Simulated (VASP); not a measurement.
# Ag (Im-3m) in VASP: single point with LDA

Aim: the single point of Ag with LDA.

Program: VASP 6.6.1. These are calculated values, not measurements. Logs are shortened: lines on timing, memory, paths and dates and some standing lists are left out, and cuts for length are marked.

### Step 1. The cell of the first run

The structure is cubic, space group Im-3m (No. 229). The conventional cell has a = 3.311 Å, b = 3.311 Å, c = 3.311 Å, α = 90.00°, β = 90.00°, γ = 90.00°. Ag (site symmetry m-3m) has 14 Ag at 2.87 to 3.31 Å within 3.8 Å.

### Step 2. Single point, LDA

INCAR reads:

```
SYSTEM = Ag
  ALGO = Normal
  EDIFF = 1E-6
  ENCUT = 520
  ISIF = 2
  ISMEAR = 1
  LASPH = .True.
  LCHARG = .False.
  LREAL = .False.
  LWAVE = .False.
  NBANDS = 12
  NELM = 60
  PREC = Accurate
  SIGMA = 0.01
```

KPOINTS reads:

```
k-points
0
Gamma
  6 6 6
  0 0 0
```

POSCAR reads:

```
Ag
1.0
   -1.6556540000      1.6556540000      1.6556540000
    1.6556540000     -1.6556540000      1.6556540000
    1.6556540000      1.6556540000     -1.6556540000
Ag
1
Direct
    0.0000000000      0.0000000000      0.0000000000
```

Potentials or basis: VASP PAW LDA potentials, release 64 (Ag).

Run with:

```
$ cat potpaw_LDA.64/Ag/POTCAR > POTCAR
$ mpirun -np 1 vasp_std > vasp.out
```

OUTCAR:

```text
SYSTEM = Ag
   EDIFF = 1E-6
   ENCUT = 520
   ISIF = 2
   ISMEAR = 1
   LASPH = .True.
   LREAL = .False.
   NELM = 60
   PREC = Accurate

 ion  position               nearest neighbor table
   1  0.000  0.000  0.000-

  LATTYP: Found a body centered cubic cell.
 ALAT       =     3.3113080000

  Lattice vectors:

 A1 = (  -1.6556540000,   1.6556540000,   1.6556540000)
 A2 = (   1.6556540000,  -1.6556540000,   1.6556540000)
 A3 = (   1.6556540000,   1.6556540000,  -1.6556540000)

Analysis of symmetry for initial positions (statically):
=====================================================================
 Subroutine PRICEL returns:
 Original cell was already a primitive cell.

 Routine SETGRP: Setting up the symmetry group for a
 body centered cubic supercell.

 Subroutine GETGRP returns: Found 48 space group operations
 (whereof 48 operations were pure point group operations)
 out of a pool of 48 trial point group operations.

The static configuration has the point symmetry O_h .

Analysis of symmetry for dynamics (positions and initial velocities):
=====================================================================
 Subroutine PRICEL returns:
 Original cell was already a primitive cell.

 Routine SETGRP: Setting up the symmetry group for a
 body centered cubic supercell.

 Subroutine GETGRP returns: Found 48 space group operations
 (whereof 48 operations were pure point group operations)
 out of a pool of 48 trial point group operations.

The dynamic configuration has the point symmetry O_h .

 Subroutine INISYM returns: Found 48 space group operations
 (whereof 48 operations are pure point group operations),
 and found     1 'primitive' translations

----------------------------------------------------------------------------------------

                                     Primitive cell

  volume of cell :      18.1538

  direct lattice vectors                    reciprocal lattice vectors
    -1.655654000  1.655654000  1.655654000     0.000000000  0.301995465  0.301995465
     1.655654000 -1.655654000  1.655654000     0.301995465  0.000000000  0.301995465
     1.655654000  1.655654000 -1.655654000     0.301995465  0.301995465  0.000000000

  length of vectors
     2.867676848  2.867676848  2.867676848     0.427086083  0.427086083  0.427086083

  position of ions in fractional coordinates (direct lattice)
     0.000000000  0.000000000  0.000000000

  ion indices of the primitive-cell ions
   primitive index   ion index
                 1           1

----------------------------------------------------------------------------------------

 KPOINTS: k-points

Automatic generation of k-mesh.
 Grid dimensions read from file:
 generate k-points for:    6    6    6

 Generating k-lattice:

  Cartesian coordinates                     Fractional coordinates (reciprocal lattice)
     0.000000000  0.050332578  0.050332578     0.166666667  0.000000000  0.000000000
     0.050332578  0.000000000  0.050332578     0.000000000  0.166666667  0.000000000
     0.050332578  0.050332578  0.000000000     0.000000000  0.000000000  0.166666667

  Length of vectors
     0.071181014  0.071181014  0.071181014

  Shift w.r.t. Gamma in fractional coordinates (k-lattice)
     0.000000000  0.000000000  0.000000000

 Subroutine IBZKPT returns following result:
 ===========================================

 Found     16 irreducible k-points:

 Following reciprocal coordinates:
            Coordinates               Weight
  0.000000  0.000000  0.000000      1.000000
  0.166667  0.000000  0.000000     12.000000
  0.333333  0.000000  0.000000     12.000000
  0.500000  0.000000  0.000000      6.000000
  0.166667  0.166667  0.000000     24.000000
  0.333333  0.166667  0.000000     48.000000
[... 8 lines left out ...]
  0.500000  0.500000  0.333333     12.000000
  0.500000  0.500000  0.500000      1.000000
   k-points           NKPTS =     16   k-points in BZ     NKDIM =     16   number of bands    NBANDS=     12
   number of dos      NEDOS =    301   number of ions     NIONS =      1
   total plane-waves  NPLWV =  13824
   dimension x,y,z NGX =    24 NGY =   24 NGZ =   24
   dimension x,y,z NGXF=    48 NGYF=   48 NGZF=   48
   ions per type =               1
   NGX,Y,Z   is equivalent  to a cutoff of  13.91, 13.91, 13.91 a.u.
   NGXF,Y,Z  is equivalent  to a cutoff of  27.83, 27.83, 27.83 a.u.
 SYSTEM =  Ag
   PREC   = accura    normal or accurate (medium, high low for compatibility)
   ISTART =      0    job   : 0-new  1-cont  2-samecut
   ICHARG =      2    charge: 1-file 2-atom 10-const
   ISPIN  =      1    spin polarized calculation?
   LNONCOLLINEAR =      F non collinear calculations
   LSORBIT =      F    spin-orbit coupling
   LASPH  =      T    aspherical Exc in radial PAW
   ENCUT  =  520.0 eV  38.22 Ry    6.18 a.u.   5.33  5.33  5.33*2*pi/ulx,y,z
   NELM   =     60;   NELMIN=  2; NELMDL= -5     # of ELM steps
   EDIFF  = 0.1E-05   stopping-criterion for ELM
   LREAL  =      F    real-space projection
   EDIFFG = 0.1E-04   stopping-criterion for IOM
   NSW    =      0    number of steps for IOM
   IBRION =     -1    ionic relax: 0-MD 1-quasi-New 2-CG
   NFREE  =      0    steps in history (QN), initial steepest desc. (CG)
   ISIF   =      2    stress and relaxation
   ISYM   =      2    0-nonsym 1-usesym 2-fastsym
   POTIM  = 0.5000    time-step for ionic-motion
   TEBEG  =    0.0;   TEEND  =   0.0 temperature during run
   PSTRESS=    0.0 pullay stress
   NELECT =      11.0000    total number of electrons
   NUPDOWN=      -1.0000    fix difference up-down
   EMIN   =  10.00;   EMAX   =-10.00  energy-range for DOS
   EFERMI =   0.00;   METHOD = LEGACY
   ISMEAR =     1;   SIGMA  =   0.01  broadening in eV -4-tet -1-fermi 0-gaus
   EFERMI_NEDOS =   21; number of points for ismear=-14 and -15
   IALGO  =     38    algorithm
   IMIX   =      4    mixing-type and parameters
     AMIX     =   0.40;   BMIX     =  1.00
     AMIX_MAG =   1.60;   BMIX_MAG =  1.00
  volume/ion in A,a.u.               =      18.15       122.51
  Fermi-wavevector in a.u.,A,eV,Ry     =   1.385318  2.617871 26.111022  1.919106
  Thomas-Fermi vector in A             =   2.509739
   LORBIT       =      0    0 simple, 1 ext, 2 COOP (PROOUT), +10 PAW based schemes
   GGA     = CA    functional components
   LHFCALC =     F    Hartree Fock is set to
   AEXX    =    0.0000 exact exchange contribution
   IVDW    =     0    specifies the selected vdW correction
   LEPSILON=     F    determine dielectric tensor
   LRPA    =     F    only Hartree local field effects (RPA)
 non-spin polarized calculation
 Methfessel and Paxton  Order N= 1 SIGMA  =   0.01
  energy-cutoff  :      520.00
  volume of cell :       18.15
 maximum number of plane-waves:       500
 NGX is ok and might be reduce to    24
   NGX = 11   NGY = 11   NGZ = 11

 number of electron      11.0000001 magnetization

 Free energy of the ion-electron system (eV)
  ---------------------------------------------------
  ext. energy  EPLUGINS =         0.00000000
  ---------------------------------------------------
  free energy    TOTEN  =        -3.56232795 eV

  energy without entropy =       -3.56179471  energy(sigma->0) =       -3.56215021

 E-fermi :   7.4786     XC(G=0): -12.2230

 val. band max:        7.3395067680   @ k =   0.5000   0.0000   0.0000
 cond. band min:       7.4808802136   @ k =   0.3333   0.1667   0.0000
 fundamental gap:      0.1413734456
 Fermi energy:         7.4786002151

 k-point     1 :       0.0000    0.0000    0.0000
  band No.  band energies     occupation
      1      -0.0771      2.00000
      2       2.6070      2.00000
      3       2.6070      2.00000
      4       2.6070      2.00000
      5       3.8357      2.00000
      6       3.8357      2.00000
      7      25.0393      0.00000
      8      25.0393      0.00000
      9      25.0393      0.00000
     10      30.2049      0.00000
     11      30.2049      0.00000
     12      30.2049      0.00000

 k-point     2 :       0.1667    0.0000    0.0000
  band No.  band energies     occupation
      1       0.7273      2.00000
      2       2.4208      2.00000
      3       2.6709      2.00000
      4       3.0680      2.00000
      5       3.6828      2.00000
      6       3.8516      2.00000
      7      22.0384      0.00000
      8      24.0741      0.00000
      9      25.4975      0.00000
     10      26.7721      0.00000
     11      27.2976      0.00000
     12      28.1984      0.00000

 k-point     3 :       0.3333    0.0000    0.0000
  band No.  band energies     occupation
      1       1.4254      2.00000
      2       2.0679      2.00000
      3       3.6866      2.00000
      4       3.9040      2.00000
      5       4.1229      2.00000
      6       4.3284      2.00000
      7      15.5563      0.00000
      8      21.4518      0.00000
      9      22.7621      0.00000
     10      26.2637      0.00000
     11      27.2594      0.00000
     12      31.1469      0.00000
[... 166 lines left out ...]
 k-point    15 :       0.5000    0.5000    0.3333
  band No.  band energies     occupation
      1       1.6262      2.00000
      2       1.7466      2.00000
      3       3.6955      2.00000
      4       3.9454      2.00000
      5       4.5769      2.00000
      6      12.0500      0.00000
      7      12.3649      0.00000
      8      15.4496      0.00000
      9      20.0576      0.00000
     10      22.6608      0.00000
     11      23.3570      0.00000
     12      32.8378      0.00000

 k-point    16 :       0.5000    0.5000    0.5000
  band No.  band energies     occupation
      1       1.3314      2.00000
      2       1.3314      2.00000
      3       4.5223      2.00000
      4       4.5223      2.00000
      5       4.5223      2.00000
      6      13.9297      0.00000
      7      13.9297      0.00000
      8      13.9297      0.00000
      9      19.1234      0.00000
     10      20.3709      0.00000
     11      20.3709      0.00000
     12      33.5932      0.00000

------------------------ aborting loop because EDIFF is reached ----------------------------------------

  FORCE on cell =-STRESS in cart. coord.  units (eV):
  Direction    XX          YY          ZZ          XY          YZ          ZX
  --------------------------------------------------------------------------------------
  -------------------------------------------------------------------------------------
  Total       -1.2897560     -1.2897560     -1.2897560      0.0000000      0.0000000     -0.0000000
  in kB     -113.8280796   -113.8280796   -113.8280796      0.0000000      0.0000000     -0.0000000
  external PRESSURE =    -113.8280796 kB  Pullay stress =       0.0000000 kB

 VOLUME and BASIS-vectors are now :
 -----------------------------------------------------------------------------
  energy-cutoff  :      520.00
  volume of cell :       18.15
      direct lattice vectors                 reciprocal lattice vectors
    -1.655654000  1.655654000  1.655654000     0.000000000  0.301995465  0.301995465
     1.655654000 -1.655654000  1.655654000     0.301995465  0.000000000  0.301995465
     1.655654000  1.655654000 -1.655654000     0.301995465  0.301995465  0.000000000

 POSITION                                       TOTAL-FORCE (eV/Angst)
 -----------------------------------------------------------------------------------
      0.00000      0.00000      0.00000        -0.000000      0.000000      0.000000
 -----------------------------------------------------------------------------------
    total drift:                                0.000000      0.000000     -0.000000

  FREE ENERGIE OF THE ION-ELECTRON SYSTEM (eV)
  ---------------------------------------------------
  free  energy   TOTEN  =        -3.5623279548 eV

  energy  without entropy=       -3.5617947061  energy(sigma->0) =       -3.56215021
```

It took 1.4 s on 1 thread of Intel Xeon 6975P-C (Granite Rapids), shared host; peak memory 0.12 GiB.

What came out:

* Free energy: -3.5623 eV
* Pressure: -11.4 GPa

Caveat: the k points lie up to 0.45 Å⁻¹ apart.
